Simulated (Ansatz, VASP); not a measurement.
**One calculation of SiC, two programs**

```
Si C
1.0
     0.00000    2.17839    2.17839
     2.17839    0.00000    2.17839
     2.17839    2.17839    0.00000
Si C
1 1
Direct
  0.00000 0.01178 0.00000
  0.75000 0.72246 0.75000
```

Change from the starting cell: mode 4 frozen in at -0.060 Å and mode 5 at -0.060 Å (largest displacements).

Alike in both runs: task single point; functional PBEsol; k mesh 10 × 10 × 10; occupations gaussian, width 0.05 eV; no spin polarisation.

|  | VASP | Ansatz |
| --- | --- | --- |
| version | VASP 6.6.1 | Ansatz 0.2.0 |
| potentials or method | VASP PAW PBE potentials, release 64 (Si, C), cutoff 520 eV | scalar-relativistic, plane waves, PAW |
| valence electrons in the cell | 8 | 8 |

Ansatz gave:

| Item | Value |
| --- | --- |
| gap on the k mesh at the Fermi level (eV) | 0.67 |
| least direct gap on the mesh (eV) | 4.21 |
| pressure (GPa) | 1.8 |
| traceless stress, the component that is largest in VASP (GPa) | -5.84 |
| rms of the force components (eV/Å) | 1.386 |

What did VASP give for the same quantities?

gap on the k mesh at the Fermi level (eV): 0.67; least direct gap on the mesh (eV): 4.20; pressure (GPa): 2.1; traceless stress, the component that is largest in VASP (GPa): -5.92; rms of the force components (eV/Å): 1.391.

VASP's potentials were made for PBE, not for PBEsol. Atom by atom the forces differ by 0.005 eV/Å (rms over components). With one functional, cell and mesh, what is left measures potentials, basis and numerics.
